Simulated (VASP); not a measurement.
MoS2: electric field gradients with PBE

Crystal: MoS2.

```
Mo S
1.0
     1.59197    0.91913    6.16388
    -1.59197    0.91913    6.16388
     0.00000   -1.83825    6.16388
Mo S
1 2
Direct
  0.00000 0.00000 0.00000
  0.74840 0.74840 0.74840
  0.58490 0.58490 0.58490
```

```
Program                : VASP 6.6.1
Task                   : electric field gradients
Functional             : PBE
Potentials or basis    : VASP PAW PBE potentials, release 64 (Mo_sv, S)
Cutoff                 : 520 eV
k mesh                 : 13 × 13 × 13
Occupations            : fermi-dirac, width 0.05 eV
Spin                   : no spin polarisation
Dipole correction      : no
Further INCAR settings : ALGO = Normal; EDIFF = 1e-08; NBANDS = 20
```

```
Pressure                                : 5.8 GPa
Largest force                           : 0.911 eV/Å
Band gap on the k mesh                  : 0.76 eV (least direct gap 1.77 eV)
Largest electric field gradient by atom : Mo -91.1; S -61.5, -60.3 V/Å²
```

Forces on the atoms (eV/Å):
```
Mo   0.000  0.000 -0.003
S    0.000  0.000  0.911
S    0.000  0.000 -0.908
```

Stress tensor (GPa, compression positive):
```
 3.59  0.00  0.00
 0.00  3.59  0.00
 0.00  0.00 10.09
```

Levels at points of the mesh, in eV from the valence-band top:
```csv
k point,band 11,band 12,band 13,band 14,band 15,band 16
"(0.00, 0.00, 0.00)",-2.58,-1.30,-1.09,1.89,1.89,2.37
```

Electric field gradients, principal values (V/Å²):
```
atom   least  middle  greatest (by size)
1 Mo  45.550  45.550             -91.099
 2 S  30.753  30.753             -61.507
 3 S  30.137  30.137             -60.273
```

It took 7.6 min on 1 thread of Intel(R) Xeon(R) Platinum 8559C (Emerald Rapids), with other jobs on the host, peak memory 0.47 GiB.

Caveat: the stress differs along the axes, from 4 to 10 GPa; without QUAD_EFG the Cq values of the log hold for a quadrupole moment of 1 mb, not for the nuclei. A k mesh can miss the band edges.
